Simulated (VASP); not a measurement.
Set up this calculation in VASP 6.6.1, as the native input.

| Quantity | Value |
| --- | --- |
| Task | single point |
| Functional | PBE |
| Potentials or basis | VASP PAW PBE potentials, release 64 (Te, As) |
| Cutoff | 520 eV |
| k mesh | 4 × 4 × 4 |
| Occupations | gaussian, width 0.1 eV |
| Spin | no spin polarisation |
| Dipole correction | no |
| Further INCAR settings | ALGO = Normal; EDIFF = 1e-06; NBANDS = 22 |

The structure of Te2As3 lies in POSCAR:

```
Te2As3
1.0
    4.4297172300      0.0000000000      0.0000000000
    0.0000000000      4.4297172300      0.0000000000
    0.0000000000      0.0000000000      6.5244367600
Te As
2 3
Direct
    0.0000000000      0.0000000000      0.7211286400
    0.5000000000      0.5000000000      0.2898103300
    0.5000000000      0.0000000000      0.9934612500
    0.0000000000      0.5000000000      0.9934612500
    0.0000000000      0.0000000000      0.2721384500
```

The input as run:

INCAR

```
SYSTEM = Te2As3
ALGO = Normal ; EDIFF = 1E-6
ENCUT = 520 ; GGA = PE
ISIF = 2 ; ISMEAR = 0
LASPH = .True. ; LCHARG = .True.
LELF = .True. ; LREAL = .False.
LVHAR = .True. ; LWAVE = .False.
NBANDS = 22 ; NELM = 60
PREC = Accurate ; SIGMA = 0.1
```

KPOINTS

```
k-points
0
Gamma
  4 4 4
  0 0 0
```

Potentials or basis: VASP PAW PBE potentials, release 64 (Te, As).

Launch:

```sh
$ cat potpaw_PBE.64/Te/POTCAR potpaw_PBE.64/As/POTCAR > POTCAR
$ mpirun -np 1 vasp_std > vasp.out
```

It gave:

* Pressure: 5.1 GPa
* Largest force: 1.060 eV/Å

Caveat: forces of over 1 eV/Å act on the atoms, so gaps and moduli don't describe the material at rest.

Wall time 24 s on 1 thread of Intel(R) Xeon(R) 6975P-C (Granite Rapids), on a shared host, peak memory 0.24 GiB.
